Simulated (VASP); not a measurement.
A run of VASP 6.6.1 is set up as follows.

The input INCAR:

```
PREC     = Accurate       # precision mode
ENCUT    = 520            # plane-wave cutoff, eV
EDIFF    = 1E-7           # SCF threshold, eV
ISMEAR   = 0              # smearing method
SIGMA    = 0.1            # smearing width, eV
LREAL    = F              # projectors in reciprocal space
LASPH    = T              # aspherical terms in the spheres
NELM     = 80             # most SCF steps
ALGO     = Fast           # electronic algorithm
ISIF     = 2              # what is computed and relaxed
LWAVE    = F              # write WAVECAR
LCHARG   = F              # write CHGCAR
GGA      = PE             # functional
NBANDS   = 8              # bands
```

The input KPOINTS:

```
Automatic mesh
0
Gamma
  6 6 6
```

POSCAR

```
Al
1.0
    0.0000000000      2.0248050000      2.0248050000
    2.0248050000      0.0000000000      2.0248050000
    2.0248050000      2.0248050000      0.0000000000
Al
1
Direct
    0.0000000000      0.0000000000      0.0000000000
```

Potentials or basis: VASP PAW PBE potentials, release 64 (Al).

The run is started by

```sh
$ cat potpaw_PBE.64/Al/POTCAR > POTCAR
$ mpirun -np 1 vasp_std > vasp.out
```

(1) What does it give for the pressure?

Answers

(1) 0.0 GPa.

Caveat: the k points lie up to 0.45 Å⁻¹ apart.
